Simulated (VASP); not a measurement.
Set up this calculation in VASP 6.6.1, as the native input.

```
Task                   : single point
Functional             : r2SCAN
Potentials or basis    : VASP PAW PBE potentials, release 64 (C)
Cutoff                 : 520 eV
k mesh                 : 7 × 7 × 4
Occupations            : fermi-dirac, width 0.05 eV
Spin                   : no spin polarisation
Dipole correction      : no
Further INCAR settings : ALGO = Normal; EDIFF = 1e-07; NBANDS = 11
```

Crystal: C.

```
CELL_PARAMETERS angstrom
2.12732 -1.22828 0.00000
2.12732 1.22828 0.00000
-1.37907 0.00000 3.50283
ATOMIC_POSITIONS crystal
C 0.16664 0.16664 0.99991
C 0.83336 0.83336 0.00009
```

These files were run (other wordings do the same):

POSCAR

```
C
1.0
    2.1273203072     -1.2282824400      0.0000000000
    2.1273203072      1.2282824400      0.0000000000
   -1.3790696309      0.0000000000      3.5028300786
C
2
Direct
    0.1666444700      0.1666444700      0.9999069600
    0.8333555300      0.8333555300      0.0000930400
```

INCAR.step1

```
SYSTEM = C
PREC = Accurate ; ENCUT = 520
ISMEAR = -1 ; SIGMA = 0.05
LREAL = .FALSE. ; LASPH = .TRUE.
NELM = 80 ; NBANDS = 11
GGA = PE ; ALGO = Normal
EDIFF = 1E-4 ; LWAVE = .TRUE.
LCHARG = .FALSE.
```

INCAR.step2

```
SYSTEM = C
PREC = Accurate ; ENCUT = 520
EDIFF = 1E-7 ; ISMEAR = -1
SIGMA = 0.05 ; LREAL = .FALSE.
LASPH = .TRUE. ; NELM = 80
ALGO = Normal ; ISIF = 2
LWAVE = .FALSE. ; LCHARG = .TRUE.
METAGGA = R2SCAN ; LMIXTAU = .TRUE.
LELF = .TRUE. ; LVHAR = .TRUE.
NBANDS = 11 ; ISTART = 1
```

KPOINTS

```
regular mesh
0
G
  7 7 4
  0 0 0
```

Potentials or basis: VASP PAW PBE potentials, release 64 (C).

The run is started by

```sh
$ cat potpaw_PBE.64/C/POTCAR > POTCAR
$ cp INCAR.step1 INCAR
$ mpirun -np 1 vasp_std > vasp.out
$ cp INCAR.step2 INCAR
$ mpirun -np 1 vasp_std > vasp.out
```

It gave:

```
Pressure      : 0.4 GPa
Largest force : 0.013 eV/Å
```

Caveat: the k points lie up to 0.45 Å⁻¹ apart; the PAW data sets were made with another functional, which shifts forces and pressure a little.

Wall time 29 s on 1 thread of Intel(R) Xeon(R) Platinum 8488C (Sapphire Rapids), with other jobs on the host, peak memory 0.13 GiB.
